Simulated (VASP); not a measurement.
# SnO2 (Pnnm) in VASP: a series of runs, part 2 of 2

VASP 6.6.1.

### Step 3. Single point, LDA

Input file INCAR:

```
SYSTEM = SnO2
PREC = Accurate
ENCUT = 520
EDIFF = 1E-6
ISMEAR = 0
SIGMA = 0.05
LREAL = .False.
LASPH = .True.
NELM = 100
ALGO = Normal
ISIF = 2
LWAVE = .False.
LCHARG = .True.
LELF = .True.
LVHAR = .True.
NBANDS = 35
```

Input file KPOINTS:

```
regular mesh
0
Gamma
  6 6 8
  0 0 0
```

Input file POSCAR:

```
SnO2
1.0
    4.8626975673      0.0000000000      0.0000000000
    0.0000000000      4.8632134832      0.0000000000
    0.0000000000      0.0000000000      3.2851359508
Sn O
2 4
Direct
    0.5000000000      0.5000000000      0.5000000000
    0.0000000000      0.0000000000      0.0000000000
    0.3059920358      0.3580673078      0.0000000000
    0.8059920358      0.1419326922      0.5000000000
    0.1940079642      0.8580673078      0.5000000000
    0.6940079642      0.6419326922      0.0000000000
```

Potentials or basis: VASP PAW LDA potentials, release 64 (Sn_d, O).

Launch:

```sh
cat potpaw_LDA.64/Sn_d/POTCAR potpaw_LDA.64/O/POTCAR > POTCAR
mpirun -np 1 vasp_std > vasp.out
```

OUTCAR:

```text
SYSTEM = SnO2
   PREC = Accurate
   ENCUT = 520
   EDIFF = 1E-6
   ISMEAR = 0
   LREAL = .False.
   LASPH = .True.
   NELM = 100
   ISIF = 2

 ion  position               nearest neighbor table
   1  0.500  0.500  0.500-   3 2.02   6 2.02   3 2.02   6 2.02   5 2.29   4 2.29
   2  0.000  0.000  0.000-   4 2.02   5 2.02   4 2.02   5 2.02   3 2.29   6 2.29
   3  0.306  0.358  0.000-   1 2.02   1 2.02   2 2.29
   4  0.806  0.142  0.500-   2 2.02   2 2.02   1 2.29
   5  0.194  0.858  0.500-   2 2.02   2 2.02   1 2.29
   6  0.694  0.642  0.000-   1 2.02   1 2.02   2 2.29

  LATTYP: Found a simple orthorhombic cell.
 ALAT       =     3.2851359508
 B/A-ratio  =     1.4802119730
 C/A-ratio  =     1.4803690185

  Lattice vectors:

 A1 = (   0.0000000000,   0.0000000000,   3.2851359508)
 A2 = (   4.8626975673,   0.0000000000,   0.0000000000)
 A3 = (   0.0000000000,   4.8632134832,   0.0000000000)

Analysis of symmetry for initial positions (statically):
=====================================================================
 Subroutine PRICEL returns:
 Original cell was already a primitive cell.

 Routine SETGRP: Setting up the symmetry group for a
 simple orthorhombic supercell.

 Subroutine GETGRP returns: Found  8 space group operations
 (whereof  4 operations were pure point group operations)
 out of a pool of  8 trial point group operations.

The static configuration has the point symmetry C_2h.
 The point group associated with its full space group is D_2h.

Analysis of symmetry for dynamics (positions and initial velocities):
=====================================================================
 Subroutine PRICEL returns:
 Original cell was already a primitive cell.

 Routine SETGRP: Setting up the symmetry group for a
 simple orthorhombic supercell.

 Subroutine GETGRP returns: Found  8 space group operations
 (whereof  4 operations were pure point group operations)
 out of a pool of  8 trial point group operations.

The dynamic configuration has the point symmetry C_2h.
 The point group associated with its full space group is D_2h.

 Subroutine INISYM returns: Found  8 space group operations
 (whereof  4 operations are pure point group operations),
 and found     1 'primitive' translations

----------------------------------------------------------------------------------------

                                     Primitive cell

  volume of cell :      77.6880

  direct lattice vectors                    reciprocal lattice vectors
     4.862697567  0.000000000  0.000000000     0.205647171  0.000000000  0.000000000
     0.000000000  4.863213483  0.000000000     0.000000000  0.205625355  0.000000000
     0.000000000  0.000000000  3.285135951     0.000000000  0.000000000  0.304401405

  length of vectors
     4.862697567  4.863213483  3.285135951     0.205647171  0.205625355  0.304401405

  position of ions in fractional coordinates (direct lattice)
     0.500000000  0.500000000  0.500000000
     0.000000000  0.000000000  0.000000000
     0.305992036  0.358067308  0.000000000
     0.805992036  0.141932692  0.500000000
     0.194007964  0.858067308  0.500000000
     0.694007964  0.641932692  0.000000000

  ion indices of the primitive-cell ions
[... 26 lines left out ...]
  Shift w.r.t. Gamma in fractional coordinates (k-lattice)
     0.000000000  0.000000000  0.000000000

 Subroutine IBZKPT returns following result:
 ===========================================

 Found     80 irreducible k-points:

 Following reciprocal coordinates:
            Coordinates               Weight
  0.000000  0.000000  0.000000      1.000000
  0.166667  0.000000  0.000000      2.000000
  0.333333  0.000000  0.000000      2.000000
  0.500000  0.000000  0.000000      1.000000
  0.000000  0.166667  0.000000      2.000000
  0.166667  0.166667  0.000000      4.000000
[... 16 lines left out ...]
  0.333333  0.166667  0.125000      8.000000
  0.500000  0.166667  0.125000      4.000000
 [... further k-points ...]
   k-points           NKPTS =     80   k-points in BZ     NKDIM =     80   number of bands    NBANDS=     35
   number of dos      NEDOS =    301   number of ions     NIONS =      6
   total plane-waves  NPLWV =  31104
   dimension x,y,z NGX =    36 NGY =   36 NGZ =   24
   dimension x,y,z NGXF=    72 NGYF=   72 NGZF=   48
   ions per type =               2   4
   NGX,Y,Z   is equivalent  to a cutoff of  12.31, 12.31, 12.15 a.u.
   NGXF,Y,Z  is equivalent  to a cutoff of  24.62, 24.61, 24.29 a.u.
 SYSTEM =  SnO2
   PREC   = accura    normal or accurate (medium, high low for compatibility)
   ISTART =      0    job   : 0-new  1-cont  2-samecut
   ICHARG =      2    charge: 1-file 2-atom 10-const
   ISPIN  =      1    spin polarized calculation?
   LNONCOLLINEAR =      F non collinear calculations
   LSORBIT =      F    spin-orbit coupling
   LASPH  =      T    aspherical Exc in radial PAW
   ENCUT  =  520.0 eV  38.22 Ry    6.18 a.u.   9.04  9.04  6.11*2*pi/ulx,y,z
   NELM   =    100;   NELMIN=  2; NELMDL= -5     # of ELM steps
   EDIFF  = 0.1E-05   stopping-criterion for ELM
   LREAL  =      F    real-space projection
   EDIFFG = 0.1E-04   stopping-criterion for IOM
   NSW    =      0    number of steps for IOM
   IBRION =     -1    ionic relax: 0-MD 1-quasi-New 2-CG
   NFREE  =      0    steps in history (QN), initial steepest desc. (CG)
   ISIF   =      2    stress and relaxation
   ISYM   =      2    0-nonsym 1-usesym 2-fastsym
   POTIM  = 0.5000    time-step for ionic-motion
   TEBEG  =    0.0;   TEEND  =   0.0 temperature during run
   PSTRESS=    0.0 pullay stress
   NELECT =      52.0000    total number of electrons
   NUPDOWN=      -1.0000    fix difference up-down
   EMIN   =  10.00;   EMAX   =-10.00  energy-range for DOS
   EFERMI =   0.00;   METHOD = LEGACY
   ISMEAR =     0;   SIGMA  =   0.05  broadening in eV -4-tet -1-fermi 0-gaus
   EFERMI_NEDOS =   21; number of points for ismear=-14 and -15
   IALGO  =     38    algorithm
   IMIX   =      4    mixing-type and parameters
     AMIX     =   0.40;   BMIX     =  1.00
     AMIX_MAG =   1.60;   BMIX_MAG =  1.00
  volume/ion in A,a.u.               =      12.95        87.38
  Fermi-wavevector in a.u.,A,eV,Ry     =   1.432049  2.706181 27.902354  2.050765
  Thomas-Fermi vector in A             =   2.551719
   LORBIT       =      0    0 simple, 1 ext, 2 COOP (PROOUT), +10 PAW based schemes
   GGA     = CA    functional components
   LHFCALC =     F    Hartree Fock is set to
   AEXX    =    0.0000 exact exchange contribution
   IVDW    =     0    specifies the selected vdW correction
   LEPSILON=     F    determine dielectric tensor
   LRPA    =     F    only Hartree local field effects (RPA)
 non-spin polarized calculation
 Gauss-broadening in eV      SIGMA  =   0.05
  energy-cutoff  :      520.00
  volume of cell :       77.69
 maximum number of plane-waves:      2116
   NGX = 19   NGY = 19   NGZ = 13

 number of electron      51.9999981 magnetization

 Free energy of the ion-electron system (eV)
  ---------------------------------------------------
  ext. energy  EPLUGINS =         0.00000000
  ---------------------------------------------------
  free energy    TOTEN  =       -40.94033356 eV

  energy without entropy =      -40.94033356  energy(sigma->0) =      -40.94033356

 E-fermi :   4.9987     XC(G=0): -11.3300

 val. band max:        4.7743395316   @ k =   0.1667   0.0000   0.0000
 cond. band min:       5.5377051835   @ k =   0.0000   0.0000   0.0000
 fundamental gap:      0.7633656519
 Fermi energy:         4.9986683594

 k-point     1 :       0.0000    0.0000    0.0000
  band No.  band energies     occupation
      1     -16.0617      2.00000
      2     -15.7218      2.00000
      3     -15.1977      2.00000
      4     -15.1864      2.00000
      5     -15.1422      2.00000
      6     -15.0795      2.00000
[... 901 lines left out ...]
     34      16.8069      0.00000
     35      17.0574      0.00000

 [... further k-points ...]
[... 5 lines left out ...]
  --------------------------------------------------------------------------------------
  -------------------------------------------------------------------------------------
  Total        0.0566707     -4.1338967     -3.5162096      0.0000000      0.0000000      0.0000000
  in kB        1.1687334    -85.2542938    -72.5155925      0.0000000      0.0000000      0.0000000
  external PRESSURE =     -52.2003843 kB  Pullay stress =       0.0000000 kB

 VOLUME and BASIS-vectors are now :
 -----------------------------------------------------------------------------
  energy-cutoff  :      520.00
  volume of cell :       77.69
      direct lattice vectors                 reciprocal lattice vectors
     4.862697567  0.000000000  0.000000000     0.205647171  0.000000000  0.000000000
     0.000000000  4.863213483  0.000000000     0.000000000  0.205625355  0.000000000
     0.000000000  0.000000000  3.285135951     0.000000000  0.000000000  0.304401405

 POSITION                                       TOTAL-FORCE (eV/Angst)
 -----------------------------------------------------------------------------------
      2.43135      2.43161      1.64257        -0.000000     -0.000000      0.000000
      0.00000      0.00000      0.00000        -0.000000     -0.000000      0.000000
      1.48795      1.74136      0.00000        -2.340934     -2.241300      0.000000
      3.91930      0.69025      1.64257        -2.340934      2.241300      0.000000
      0.94340      4.17296      1.64257         2.340934     -2.241300      0.000000
      3.37475      3.12186      0.00000         2.340934      2.241300      0.000000
 -----------------------------------------------------------------------------------
    total drift:                                0.000000     -0.000000      0.000000

  FREE ENERGIE OF THE ION-ELECTRON SYSTEM (eV)
  ---------------------------------------------------
  free  energy   TOTEN  =       -40.9403335616 eV

  energy  without entropy=      -40.9403335616  energy(sigma->0) =      -40.94033356
```

OSZICAR:

```text
N       E                     dE             d eps       ncg     rms          rms(c)
DAV:   1     0.632965106867E+03    0.63297E+03   -0.25497E+04  6161   0.226E+03
DAV:   2     0.546087202034E+02   -0.57836E+03   -0.54505E+03  6104   0.606E+02
DAV:   3    -0.421622410255E+02   -0.96771E+02   -0.94659E+02  6198   0.207E+02
DAV:   4    -0.472717184964E+02   -0.51095E+01   -0.50706E+01  6941   0.515E+01
DAV:   5    -0.474099142815E+02   -0.13820E+00   -0.13805E+00  6863   0.894E+00    0.158E+01
DAV:   6    -0.410395577604E+02    0.63704E+01   -0.19045E+01  8759   0.668E+01    0.627E+00
DAV:   7    -0.410440946213E+02   -0.45369E-02   -0.20840E+00  5978   0.846E+00    0.321E+00
DAV:   8    -0.409563726881E+02    0.87722E-01   -0.29004E-01  7927   0.426E+00    0.747E-01
DAV:   9    -0.409400195184E+02    0.16353E-01   -0.39329E-02  8462   0.295E+00    0.126E-01
DAV:  10    -0.409403247305E+02   -0.30521E-03   -0.48597E-03  7165   0.619E-01    0.626E-02
DAV:  11    -0.409403365357E+02   -0.11805E-04   -0.26312E-04  9003   0.203E-01    0.332E-02
DAV:  12    -0.409403360176E+02    0.51812E-06   -0.22440E-05  6793   0.393E-02    0.184E-02
DAV:  13    -0.409403334246E+02    0.25929E-05   -0.11099E-05  7118   0.302E-02    0.141E-03
DAV:  14    -0.409403335616E+02   -0.13694E-06   -0.11843E-06  4019   0.801E-03
   1 F= -.40940334E+02 E0= -.40940334E+02  d E =-.358519E-12
```

Wall time 94 s (1 thread of Intel Xeon Platinum 8488C (Sapphire Rapids), shared host); peak memory 0.27 GiB.

What came out:

```yaml
Free_energy: -40.9403 eV
Pressure: -5.2 GPa
Largest_force: 3.241 eV/Å
Band_gap_on_the_k_mesh: 0.76 eV, indirect (least direct gap 0.78 eV)
```

Forces on the atoms (eV/Å):
```
Sn   0.000  0.000  0.000
Sn   0.000  0.000  0.000
O   -2.341 -2.241  0.000
O   -2.341  2.241  0.000
O    2.341 -2.241  0.000
O    2.341  2.241  0.000
```

Caveat: spin-orbit coupling is left out, which moves the levels of the heavy elements; forces of over 1 eV/Å act on the atoms, so gaps and moduli don't describe the material at rest. A k mesh can miss the band edges.
